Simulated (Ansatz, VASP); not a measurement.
**One calculation of Al3BiO, two programs**

```
Al Bi O
1.0
     4.50156    0.00000    0.00000
     0.00000    4.50156    0.00000
     0.00000    0.00000    4.50156
Al Bi O
3 1 1
Direct
  0.50000 0.50000 0.00000
  0.50000 0.00000 0.50000
  0.00000 0.50000 0.50000
  0.00000 0.00000 0.00000
  0.50000 0.50000 0.50000
```

Change from the starting cell: species swapped into the Pr3AlC type (Pm-3m, No. 221).

Alike in both runs: functional PBE; k mesh 4 × 4 × 4; occupations gaussian, width 0.1 eV; no spin polarisation.

Ansatz relaxed the structure, and its values are those at the end. VASP's run is a single point on that final structure, the one shown.

|  | VASP | Ansatz |
| --- | --- | --- |
| version | VASP 6.6.1 | Ansatz 0.2.0 |
| potentials or method | VASP PAW PBE potentials, release 64 (Al, Bi_d, O), cutoff 520 eV | scalar-relativistic, plane waves, PAW |
| valence electrons in the cell | 30 | 30 |

Ansatz gave:

- gap on the k mesh at the Fermi level (eV): none
- pressure (GPa): -0.2

Question: What did VASP give for the same quantities?

Answer: gap on the k mesh at the Fermi level (eV): none; pressure (GPa): -0.3.

A gap of «none» marks a metal or a gap that the smearing closes.

Spin-orbit coupling is off throughout.
